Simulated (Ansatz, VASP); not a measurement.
One calculation of IrO, two programs

```
Ir O
1.0
     2.94381    0.00000    0.00000
     0.00000    2.94381    0.00000
     0.00000    0.00000    5.88763
Ir O
2 2
Direct
  0.00000 0.00000 0.00000
  0.00000 0.00000 0.50000
  0.50000 0.50000 0.25000
  0.50000 0.50000 0.75000
```

Alike in both runs: task single point; functional r2SCAN; k mesh 16 × 16 × 8; occupations gaussian, width 0.1 eV; collinear spin.

|  | VASP | Ansatz |
| --- | --- | --- |
| version | VASP 6.6.1 | Ansatz 0.2.0 |
| potentials or method | VASP PAW PBE potentials, release 64 (Ir, O), cutoff 520 eV | scalar-relativistic, plane waves, PAW |
| valence electrons in the cell | 30 | 46 |

|  | VASP | Ansatz | Ansatz less VASP |
| --- | --- | --- | --- |
| gap on the k mesh at the Fermi level (eV) | none | none | - |
| pressure (GPa) | -21.9 | -21.9 | +0.02 |
| net moment per atom (μB) | 0.00 | 0.00 | 0.000 |
| size of the moment on the site where the two differ most (μB) | 1.98 | 1.81 | -0.160 |

VASP's potentials were made for PBE, not for r2SCAN. Site moments also hang on the region over which each program counts them. A gap of «none» marks a metal or a gap that the smearing closes. VASP's potentials hold 30 valence electrons a cell and Ansatz's 46, so a difference there can come from the potentials and not from the codes. Ansatz's warnings: stability check not made.

Neither program's run includes spin-orbit coupling.
